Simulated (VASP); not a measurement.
Crystal: CdO.

```
CELL_PARAMETERS angstrom
0.00000 2.30154 2.30154
2.30154 0.00000 2.30154
2.30154 2.30154 0.00000
ATOMIC_POSITIONS crystal
Cd 0.00000 0.00000 0.00000
O 0.50000 0.50000 0.50000
```

Base run:

| Quantity | Value |
| --- | --- |
| Program | VASP 6.6.1 |
| Functional | BLYP |
| Dispersion | D3(BJ) |
| Potentials or basis | VASP PAW PBE potentials, release 64 (Cd_sv_GW, O) |
| Cutoff | 700 eV |
| k mesh | 10 × 10 × 10 |
| Occupations | fermi-dirac, width 0.05 eV |
| Spin | no spin polarisation |

Its results: band gap on the k mesh zero (bands 13 and 14 overlap by 0.12 eV); pressure 14.7 GPa.

Q: The run is repeated on the same cell with these changes: functional from BLYP to revPBE; dispersion from D3(BJ) to none. What comes out?

A: Band gap on the k mesh zero (bands 13 and 14 overlap by 0.23 eV); pressure 20.4 GPa.

Several settings changed at once.

Caveats: the cell stands under pressure; semilocal functionals underestimate gaps, and a narrow one can read as zero; the PAW data sets were made with another functional, which shifts forces and pressure a little.
